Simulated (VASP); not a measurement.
Wanted: the native input for a VASP 6.6.1 run.

```yaml
Task: electric field gradients
Functional: LDA
Potentials_or_basis: VASP PAW LDA potentials, release 64 (Ti_sv)
Cutoff: 400 eV
k_mesh: 15 × 15 × 15
Occupations: fermi-dirac, width 0.05 eV
Spin: no spin polarisation
Dipole_correction: no
Further_INCAR_settings: ALGO = Normal; EDIFF = 1e-08; NBANDS = 12
```

The structure of Ti lies in POSCAR:

```
Ti
1.0
    0.0000000000      2.0698140295      2.0698140295
    2.0698140295      0.0000000000      2.0698140295
    2.0698140295      2.0698140295      0.0000000000
Ti
1
Direct
    0.0000000000      0.0000000000      0.0000000000
```

This isn't the form of Ti at room conditions, which is hcp.

The input as run:

INCAR

```
SYSTEM = Ti
PREC = Accurate
ENCUT = 400
EDIFF = 1E-8
ISMEAR = -1
SIGMA = 0.05
LREAL = .False.
LASPH = .True.
NELM = 120
ALGO = Normal
ISIF = 2
LWAVE = .False.
LCHARG = .False.
LEFG = .True.
NBANDS = 12
GGA_COMPAT = .False.
```

KPOINTS

```
Automatic mesh
0
Gamma
  15 15 15
  0 0 0
```

Potentials or basis: VASP PAW LDA potentials, release 64 (Ti_sv).

Run with:

```bash
$ cat potpaw_LDA.64/Ti_sv/POTCAR > POTCAR
$ mpirun -np 1 vasp_std > vasp.out
```

Results of the run:

```
Pressure                                : -11.1 GPa
Band gap on the k mesh                  : zero (bands 6 and 7 overlap by 1.10 eV)
Largest electric field gradient by atom : zero within the noise of the run
```

Caveat: the cell stands under tension.

Run time: 18 s on 1 thread of Intel(R) Xeon(R) Platinum 8259CL CPU @ 2.50GHz (Skylake/Cascade Lake) (shared host), peak memory 0.12 GiB.
